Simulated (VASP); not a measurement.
# TiSi (Cmmm) in VASP: notebook

The runs below take TiSi through single point, with r2SCAN.

Program: VASP 6.6.1. These are calculated values, not measurements. Logs are shortened: lines on timing, memory, paths and dates and some standing lists are left out, and cuts for length are marked.

### Step 1. The cell of the first run

Symmetry: Cmmm, No. 65, orthorhombic system. Conventional cell: a = 3.741 Å, b = 4.362 Å, c = 3.804 Å, α = 90.00°, β = 90.00°, γ = 90.00°. Within 3.5 Å of Ti (site symmetry mmm) lie 8 Si at 2.67 to 2.89 Å and 4 Ti at 2.87 Å. Within 3.5 Å of Si (site symmetry mmm) lie 8 Ti at 2.67 to 2.89 Å and 4 Si at 2.87 Å.

### Step 2. Single point, r2SCAN (strain +0.030 along x and y, +0.000 along z)

POSCAR

```
TiSi
1.0
    1.8706633400     -2.1811527200      0.0000000000
    1.8706633400      2.1811527200      0.0000000000
    0.0000000000      0.0000000000      3.8039340000
Ti Si
1 1
Direct
    0.5000000000      0.5000000000      0.0000000000
    0.0000000000      0.0000000000      0.5000000000
```

INCAR.step1

```
  PREC = Accurate
  ENCUT = 520
  ISMEAR = 0
  SIGMA = 0.15
  LREAL = F
  LASPH = T
  NELM = 80
  NBANDS = 15
  GGA = PE
  ALGO = Normal
  EDIFF = 1E-4
  LWAVE = T
  LCHARG = F
```

INCAR.step2

```
  PREC = Accurate
  ENCUT = 520
  EDIFF = 1E-6
  ISMEAR = 0
  SIGMA = 0.15
  LREAL = F
  LASPH = T
  NELM = 80
  ALGO = Normal
  ISIF = 2
  LWAVE = F
  LCHARG = F
  METAGGA = R2SCAN
  LMIXTAU = T
  NBANDS = 15
  ISTART = 1
```

KPOINTS

```
Automatic mesh
0
Gamma
  18 18 12
```

Potentials or basis: VASP PAW PBE potentials, release 64 (Ti_sv, Si).

Run with:

```
$ cat potpaw_PBE.64/Ti_sv/POTCAR potpaw_PBE.64/Si/POTCAR > POTCAR
$ cp INCAR.step1 INCAR
$ mpirun -np 1 vasp_std > vasp.out
$ cp INCAR.step2 INCAR
$ mpirun -np 1 vasp_std > vasp.out
```

OUTCAR:

```text
PREC = Accurate
   ENCUT = 520
   EDIFF = 1E-6
   ISMEAR = 0
   LREAL = F
   LASPH = T
   NELM = 80
   ISIF = 2
   METAGGA = R2SCAN
   ISTART = 1

 ion  position               nearest neighbor table
   1  0.500  0.500  0.000-   2 2.67   2 2.67   2 2.67   2 2.67   2 2.89   2 2.89   2 2.89   2 2.89

   2  0.000  0.000  0.500-   1 2.67   1 2.67   1 2.67   1 2.67   1 2.89   1 2.89   1 2.89   1 2.89

  LATTYP: Found a base centered orthorhombic cell.
 ALAT       =     3.7413266800
 B/A-ratio  =     1.1659782246
 C/A-ratio  =     1.0167339891

  Lattice vectors:

 A1 = (   1.8706633400,  -2.1811527200,   0.0000000000)
 A2 = (   1.8706633400,   2.1811527200,   0.0000000000)
 A3 = (   0.0000000000,   0.0000000000,   3.8039340000)

Analysis of symmetry for initial positions (statically):
=====================================================================
 Subroutine PRICEL returns:
 Original cell was already a primitive cell.

 Routine SETGRP: Setting up the symmetry group for a
 base centered orthorhombic supercell.

 Subroutine GETGRP returns: Found  8 space group operations
 (whereof  8 operations were pure point group operations)
 out of a pool of  8 trial point group operations.

The static configuration has the point symmetry D_2h.

Analysis of symmetry for dynamics (positions and initial velocities):
=====================================================================
 Subroutine PRICEL returns:
 Original cell was already a primitive cell.

 Routine SETGRP: Setting up the symmetry group for a
 base centered orthorhombic supercell.

 Subroutine GETGRP returns: Found  8 space group operations
 (whereof  8 operations were pure point group operations)
 out of a pool of  8 trial point group operations.

The dynamic configuration has the point symmetry D_2h.

 Subroutine INISYM returns: Found  8 space group operations
 (whereof  8 operations are pure point group operations),
 and found     1 'primitive' translations

----------------------------------------------------------------------------------------

                                     Primitive cell

  volume of cell :      31.0416

  direct lattice vectors                    reciprocal lattice vectors
     1.870663340 -2.181152720  0.000000000     0.267284866 -0.229236585  0.000000000
     1.870663340  2.181152720  0.000000000     0.267284866  0.229236585  0.000000000
     0.000000000  0.000000000  3.803934000     0.000000000  0.000000000  0.262885739

  length of vectors
     2.873466290  2.873466290  3.803934000     0.352123006  0.352123006  0.262885739

  position of ions in fractional coordinates (direct lattice)
     0.500000000  0.500000000  0.000000000
     0.000000000  0.000000000  0.500000000

  ion indices of the primitive-cell ions
   primitive index   ion index
                 1           1
                 2           2

----------------------------------------------------------------------------------------

 KPOINTS: Automatic mesh

Automatic generation of k-mesh.
 Grid dimensions read from file:
 generate k-points for:   18   18   12

 Generating k-lattice:

  Cartesian coordinates                     Fractional coordinates (reciprocal lattice)
     0.014849159 -0.012735366  0.000000000     0.055555556  0.000000000  0.000000000
     0.014849159  0.012735366  0.000000000     0.000000000  0.055555556  0.000000000
     0.000000000  0.000000000  0.021907145     0.000000000  0.000000000  0.083333333

  Length of vectors
     0.019562389  0.019562389  0.021907145

  Shift w.r.t. Gamma in fractional coordinates (k-lattice)
     0.000000000  0.000000000  0.000000000

 Subroutine IBZKPT returns following result:
 ===========================================

 Found    637 irreducible k-points:

 Following reciprocal coordinates:
            Coordinates               Weight
  0.000000  0.000000  0.000000      1.000000
  0.055556 -0.000000  0.000000      4.000000
  0.111111 -0.000000  0.000000      4.000000
  0.166667  0.000000  0.000000      4.000000
  0.222222  0.000000  0.000000      4.000000
  0.277778 -0.000000  0.000000      4.000000
[... 16 lines left out ...]
 -0.277778  0.055556  0.000000      4.000000
 -0.222222  0.055556  0.000000      4.000000
 [... further k-points ...]
   k-points           NKPTS =    637   k-points in BZ     NKDIM =    637   number of bands    NBANDS=     15
   number of dos      NEDOS =    301   number of ions     NIONS =      2
   total plane-waves  NPLWV =  16128
   dimension x,y,z NGX =    24 NGY =   24 NGZ =   28
   dimension x,y,z NGXF=    48 NGYF=   48 NGZF=   56
   ions per type =               1   1
   NGX,Y,Z   is equivalent  to a cutoff of  13.89, 13.89, 12.24 a.u.
   NGXF,Y,Z  is equivalent  to a cutoff of  27.77, 27.77, 24.47 a.u.
 SYSTEM =  unknown system
   PREC   = accura    normal or accurate (medium, high low for compatibility)
   ISTART =      1    job   : 0-new  1-cont  2-samecut
   ICHARG =      0    charge: 1-file 2-atom 10-const
   ISPIN  =      1    spin polarized calculation?
   LNONCOLLINEAR =      F non collinear calculations
   LSORBIT =      F    spin-orbit coupling
   LASPH  =      T    aspherical Exc in radial PAW
   ENCUT  =  520.0 eV  38.22 Ry    6.18 a.u.   5.34  5.34  7.07*2*pi/ulx,y,z
   NELM   =     80;   NELMIN=  2; NELMDL=  0     # of ELM steps
   EDIFF  = 0.1E-05   stopping-criterion for ELM
   LREAL  =      F    real-space projection
   EDIFFG = 0.1E-04   stopping-criterion for IOM
   NSW    =      0    number of steps for IOM
   IBRION =     -1    ionic relax: 0-MD 1-quasi-New 2-CG
   NFREE  =      0    steps in history (QN), initial steepest desc. (CG)
   ISIF   =      2    stress and relaxation
   ISYM   =      2    0-nonsym 1-usesym 2-fastsym
   POTIM  = 0.5000    time-step for ionic-motion
   TEBEG  =    0.0;   TEEND  =   0.0 temperature during run
   PSTRESS=    0.0 pullay stress
   NELECT =      16.0000    total number of electrons
   NUPDOWN=      -1.0000    fix difference up-down
   EMIN   =  10.00;   EMAX   =-10.00  energy-range for DOS
   EFERMI =   0.00;   METHOD = LEGACY
   ISMEAR =     0;   SIGMA  =   0.15  broadening in eV -4-tet -1-fermi 0-gaus
   EFERMI_NEDOS =   21; number of points for ismear=-14 and -15
   IALGO  =     38    algorithm
   IMIX   =      4    mixing-type and parameters
     AMIX     =   0.40;   BMIX     =  1.00
     AMIX_MAG =   1.60;   BMIX_MAG =  1.00
  volume/ion in A,a.u.               =      15.52       104.74
  Fermi-wavevector in a.u.,A,eV,Ry     =   1.312603  2.480459 23.441826  1.722926
  Thomas-Fermi vector in A             =   2.442983
   LORBIT       =      0    0 simple, 1 ext, 2 COOP (PROOUT), +10 PAW based schemes
   METAGGA = R2SCAN    functional components
   LHFCALC =     F    Hartree Fock is set to
   AEXX    =    0.0000 exact exchange contribution
   IVDW    =     0    specifies the selected vdW correction
   LEPSILON=     F    determine dielectric tensor
   LRPA    =     F    only Hartree local field effects (RPA)
 non-spin polarized calculation
 Gauss-broadening in eV      SIGMA  =   0.15
  energy-cutoff  :      520.00
  volume of cell :       31.04
 maximum number of plane-waves:       851
 NGX is ok and might be reduce to    24
   NGX = 11   NGY = 11   NGZ = 15

 number of electron      16.0000003 magnetization

 Free energy of the ion-electron system (eV)
  ---------------------------------------------------
  ext. energy  EPLUGINS =         0.00000000
  ---------------------------------------------------
  free energy    TOTEN  =       -22.72559132 eV

  energy without entropy =      -22.71254804  energy(sigma->0) =      -22.71906968

 E-fermi :   9.4515     XC(G=0): -12.2962

 val. band max:        9.4497649173   @ k =   0.5000   0.3333   0.1667
 cond. band min:       9.4527719319   @ k =  -0.3333   0.2222   0.2500
 fundamental gap:      0.0030070145
 Fermi energy:         9.4515303695

 k-point     1 :       0.0000    0.0000    0.0000
  band No.  band energies     occupation
      1     -49.7537      2.00000
      2     -25.1104      2.00000
      3     -24.7408      2.00000
      4     -24.6583      2.00000
      5      -2.5594      2.00000
      6       7.1806      2.00000
      7       7.8824      2.00000
      8       8.2611      2.00000
      9      11.0769      0.00000
     10      11.8398      0.00000
     11      12.3764      0.00000
     12      14.2807      0.00000
     13      15.1785      0.00000
     14      16.0043      0.00000
     15      18.1292      0.00000

 k-point     2 :       0.0556   -0.0000    0.0000
  band No.  band energies     occupation
      1     -49.7521      2.00000
      2     -25.1087      2.00000
      3     -24.7472      2.00000
      4     -24.6646      2.00000
      5      -2.4980      2.00000
      6       7.2252      2.00000
      7       7.8391      2.00000
      8       8.2555      2.00000
      9      11.1395      0.00000
     10      11.8514      0.00000
     11      12.2952      0.00000
     12      13.9738      0.00000
     13      15.0537      0.00000
     14      16.0222      0.00000
     15      18.5170      0.00000

 k-point     3 :       0.1111   -0.0000    0.0000
  band No.  band energies     occupation
      1     -49.7476      2.00000
      2     -25.1040      2.00000
      3     -24.7724      2.00000
      4     -24.6763      2.00000
      5      -2.3148      2.00000
      6       7.3461      2.00000
      7       7.7202      2.00000
      8       8.2101      2.00000
      9      11.3051      0.00000
     10      11.8999      0.00000
     11      12.0917      0.00000
     12      13.1165      0.00000
     13      15.1556      0.00000
     14      16.0240      0.00000
     15      19.1364      0.00000
[... 343 lines left out ...]
 k-point    23 :      -0.2778    0.0556    0.0000
  band No.  band energies     occupation
      1     -49.7220      2.00000
      2     -25.0774      2.00000
      3     -24.9605      2.00000
      4     -24.6907      2.00000
      5      -1.1035      2.00000
      6       6.6460      2.00000
      7       7.2797      2.00000
      8       8.2723      2.00000
      9      11.1113      0.00000
     10      11.4238      0.00000
     11      11.8415      0.00000
     12      12.9063      0.00000
     13      15.7602      0.00000
     14      16.5865      0.00000
     15      19.8830      0.00000

 k-point    24 :      -0.2222    0.0556    0.0000
  band No.  band energies     occupation
      1     -49.7310      2.00000
      2     -25.0868      2.00000
      3     -24.8858      2.00000
      4     -24.6940      2.00000
      5      -1.6109      2.00000
      6       7.3795      2.00000
      7       7.4703      2.00000
      8       8.1008      2.00000
      9      11.2714      0.00000
     10      11.2936      0.00000
     11      11.8962      0.00000
     12      12.5521      0.00000
     13      15.8979      0.00000
     14      16.0662      0.00000
     15      19.8520      0.00000

 [... further k-points ...]
[... 5 lines left out ...]
  --------------------------------------------------------------------------------------
  -------------------------------------------------------------------------------------
  Total       -1.8689405     -1.4996779     -1.2976511      0.0000000      0.0000000      0.0000000
  in kB      -96.4631367    -77.4040851    -66.9767165      0.0000000      0.0000000      0.0000000
  external PRESSURE =     -80.2813128 kB  Pullay stress =       0.0000000 kB

 VOLUME and BASIS-vectors are now :
 -----------------------------------------------------------------------------
  energy-cutoff  :      520.00
  volume of cell :       31.04
      direct lattice vectors                 reciprocal lattice vectors
     1.870663340 -2.181152720  0.000000000     0.267284866 -0.229236585  0.000000000
     1.870663340  2.181152720  0.000000000     0.267284866  0.229236585  0.000000000
     0.000000000  0.000000000  3.803934000     0.000000000  0.000000000  0.262885739

 POSITION                                       TOTAL-FORCE (eV/Angst)
 -----------------------------------------------------------------------------------
      1.87066      0.00000      0.00000        -0.000000     -0.000000      0.000000
      0.00000      0.00000      1.90197         0.000000      0.000000      0.000000
 -----------------------------------------------------------------------------------
    total drift:                               -0.000000     -0.000000     -0.000000

  FREE ENERGIE OF THE ION-ELECTRON SYSTEM (eV)
  ---------------------------------------------------
  free  energy   TOTEN  =       -22.7255913221 eV

  energy  without entropy=      -22.7125480438  energy(sigma->0) =      -22.71906968
```

Wall time 6.1 min (1 thread of Intel Xeon 6975P-C (Granite Rapids), shared host); peak memory 0.39 GiB.

What came out:

- Free energy: -22.7256 eV
- Pressure: -8.0 GPa
- Band gap on the k mesh: zero (band 8 reaches 10.20 eV, above the bottom of band 9 at 8.76 eV)

Levels at points of the mesh, in eV from the Fermi level:
| k point | band 6 | band 7 | band 8 | band 9 | band 10 | band 11 |
| --- | --- | --- | --- | --- | --- | --- |
| (0.00, 0.00, 0.00) | -2.27 | -1.57 | -1.19 | 1.63 | 2.39 | 2.92 |
| (0.50, 0.00, 0.00) | -6.46 | -2.68 | -0.83 | 1.72 | 2.33 | 4.00 |
| (0.50, 0.50, 0.00) | -3.98 | -1.80 | -1.15 | -0.57 | -0.20 | 2.96 |
| (0.00, 0.00, 0.50) | -6.67 | -0.86 | 0.44 | 0.87 | 1.68 | 3.03 |
| (0.50, 0.00, 0.50) | -4.90 | -2.97 | -1.77 | 1.60 | 1.81 | 1.96 |
| (0.50, 0.50, 0.50) | -3.78 | -3.51 | -3.50 | 2.25 | 2.36 | 2.77 |

Caveat: the cell differs from its parent crystal (strain +0.030 along x and y, +0.000 along z); the PAW data sets were made with another functional, which shifts forces and pressure a little.

### Step 3. Single point, r2SCAN (strain +0.015 along x and y, +0.030 along z)

POSCAR

```
TiSi
1.0
    1.8434206700     -2.1493883600      0.0000000000
    1.8434206700      2.1493883600      0.0000000000
    0.0000000000      0.0000000000      3.9180520200
Ti Si
1 1
Direct
    0.5000000000      0.5000000000      0.0000000000
    0.0000000000      0.0000000000      0.5000000000
```

INCAR.step1

```
SYSTEM = TiSi
ALGO = Normal ; EDIFF = 1E-4
ENCUT = 520 ; GGA = PE
ISMEAR = 0 ; LASPH = .True.
LCHARG = .False. ; LREAL = .False.
LWAVE = .True. ; NBANDS = 15
NELM = 60 ; PREC = Accurate
SIGMA = 0.15
```

INCAR.step2

```
SYSTEM = TiSi
ALGO = Normal ; EDIFF = 1E-6
ENCUT = 520 ; ISIF = 2
ISMEAR = 0 ; ISTART = 1
LASPH = .True. ; LCHARG = .False.
LMIXTAU = .True. ; LREAL = .False.
LWAVE = .False. ; METAGGA = R2SCAN
NBANDS = 15 ; NELM = 60
PREC = Accurate ; SIGMA = 0.15
```

KPOINTS

```
k-points
0
Gamma
  18 18 12
  0 0 0
```

Potentials or basis: VASP PAW PBE potentials, release 64 (Ti_sv, Si).

Run with:

```
$ cat potpaw_PBE.64/Ti_sv/POTCAR potpaw_PBE.64/Si/POTCAR > POTCAR
$ cp INCAR.step1 INCAR
$ mpirun -np 1 vasp_std > vasp.out
$ cp INCAR.step2 INCAR
$ mpirun -np 1 vasp_std > vasp.out
```

Run time: 5.7 min. Hardware: 1 thread of Intel Xeon 6975P-C (Granite Rapids), shared host; peak memory 0.39 GiB.

The run converged. Its results:

| Quantity | Value |
| --- | --- |
| Free energy | -22.7239 eV |
| Pressure | -8.9 GPa |
| Band gap on the k mesh | zero (band 8 reaches 10.29 eV, above the bottom of band 9 at 8.71 eV) |

Stress tensor (GPa, compression positive):
```
 -8.23   0.00   0.00
  0.00  -7.68   0.00
  0.00   0.00 -10.65
```

Levels at points of the mesh, in eV from the Fermi level:
```csv
k point,band 4,band 5,band 6,band 7,band 8,band 9,band 10,band 11,band 12,band 13
"(0.00, 0.00, 0.00)",-34.07,-12.12,-2.44,-2.09,-1.20,1.71,2.43,3.07,5.22,6.06
"(0.50, 0.00, 0.00)",-34.09,-7.99,-6.50,-2.92,-0.87,1.88,2.40,4.05,4.69,5.12
"(0.50, 0.50, 0.00)",-34.47,-5.86,-3.96,-1.69,-1.11,-0.74,-0.25,2.76,2.96,3.96
"(0.00, 0.00, 0.50)",-34.07,-10.88,-6.76,-0.93,0.51,0.72,1.85,3.15,7.24,8.04
"(0.50, 0.00, 0.50)",-34.09,-8.15,-5.10,-2.91,-1.81,1.37,1.97,2.04,3.13,5.65
"(0.50, 0.50, 0.50)",-34.49,-4.88,-3.72,-3.39,-3.37,2.11,2.44,2.71,3.91,3.96
```

Caveat: the cell differs from its parent crystal (strain +0.015 along x and y, +0.030 along z); the PAW data sets were made with another functional, which shifts forces and pressure a little.

### Step 4. Single point, r2SCAN (strain +0.030 along x and y, +0.030 along z)

POSCAR

```
TiSi
1.0
    1.8706633400     -2.1811527200      0.0000000000
    1.8706633400      2.1811527200      0.0000000000
    0.0000000000      0.0000000000      3.9180520200
Ti Si
1 1
Direct
    0.5000000000      0.5000000000      0.0000000000
    0.0000000000      0.0000000000      0.5000000000
```

INCAR.step1

```
SYSTEM = TiSi
  PREC = Accurate
  ENCUT = 520
  ISMEAR = 0
  SIGMA = 0.15
  LREAL = .False.
  LASPH = .True.
  NELM = 100
  NBANDS = 15
  GGA = PE
  ALGO = Normal
  EDIFF = 1E-4
  LWAVE = .True.
  LCHARG = .False.
```

INCAR.step2

```
SYSTEM = TiSi
  PREC = Accurate
  ENCUT = 520
  EDIFF = 1E-7
  ISMEAR = 0
  SIGMA = 0.15
  LREAL = .False.
  LASPH = .True.
  NELM = 100
  ALGO = Normal
  ISIF = 2
  LWAVE = .False.
  LCHARG = .True.
  METAGGA = R2SCAN
  LMIXTAU = .True.
  LELF = .True.
  LVHAR = .True.
  NBANDS = 15
  ISTART = 1
```

KPOINTS

```
regular mesh
0
Gamma
  18 18 12
  0 0 0
```

Run with:

```
$ cat potpaw_PBE.64/Ti_sv/POTCAR potpaw_PBE.64/Si/POTCAR > POTCAR
$ cp INCAR.step1 INCAR
$ mpirun -np 1 vasp_std > vasp.out
$ cp INCAR.step2 INCAR
$ mpirun -np 1 vasp_std > vasp.out
```

It took 7.6 min on 1 thread of Intel Xeon 6975P-C (Granite Rapids), shared host; peak memory 0.4 GiB.

Results (log left out):

| Item | Value |
| --- | --- |
| Free energy | -22.6697 eV |
| Pressure | -11.5 GPa |
| Band gap on the k mesh | zero (band 8 reaches 9.91 eV, above the bottom of band 9 at 8.39 eV) |

Stress tensor (GPa, compression positive):
```
-11.71   0.00   0.00
  0.00 -10.06   0.00
  0.00   0.00 -12.58
```

Levels at points of the mesh, in eV from the Fermi level:
| k point | band 4 | band 5 | band 6 | band 7 | band 8 | band 9 | band 10 | band 11 | band 12 | band 13 |
| --- | --- | --- | --- | --- | --- | --- | --- | --- | --- | --- |
| (0.00, 0.00, 0.00) | -34.17 | -11.91 | -2.31 | -1.92 | -1.15 | 1.63 | 2.33 | 2.92 | 4.92 | 5.85 |
| (0.50, 0.00, 0.00) | -34.19 | -7.96 | -6.34 | -2.76 | -0.83 | 1.77 | 2.29 | 3.87 | 4.70 | 5.20 |
| (0.50, 0.50, 0.00) | -34.54 | -5.88 | -3.88 | -1.71 | -1.05 | -0.63 | -0.21 | 2.63 | 2.92 | 3.74 |
| (0.00, 0.00, 0.50) | -34.17 | -10.66 | -6.62 | -0.88 | 0.60 | 0.60 | 1.74 | 3.00 | 7.19 | 7.72 |
| (0.50, 0.00, 0.50) | -34.19 | -8.05 | -4.93 | -2.91 | -1.76 | 1.40 | 1.86 | 1.94 | 3.06 | 5.40 |
| (0.50, 0.50, 0.50) | -34.56 | -4.74 | -3.61 | -3.54 | -3.32 | 2.07 | 2.34 | 2.74 | 3.75 | 3.88 |

Caveat: the cell differs from its parent crystal (strain +0.030 along x and y, +0.030 along z); the PAW data sets were made with another functional, which shifts forces and pressure a little.

### Step 5. The runs side by side

| cell | gap on the mesh (eV) | pressure (GPa) |
| --- | --- | --- |
| a = 2.873, b = 2.873, c = 3.804 Å, angles 90.0, 90.0, 98.8°, 2 atoms | none | -8.0 |
| a = 2.832, b = 2.832, c = 3.918 Å, angles 90.0, 90.0, 98.8°, 2 atoms | none | -8.9 |
| a = 2.873, b = 2.873, c = 3.918 Å, angles 90.0, 90.0, 98.8°, 2 atoms | none | -11.5 |

Alike in all rows: task single point; level r2SCAN; potentials or basis VASP PAW PBE potentials, release 64 (Ti_sv, Si); no spin polarisation; k mesh 18 × 18 × 12; cutoff (eV) 520; smearing gaussian 0.15 eV.

Caveats: the PAW data sets were made with another functional, which shifts forces and pressure a little.

Total energies depend on the potentials used, so only differences within one code and one set of settings carry meaning.
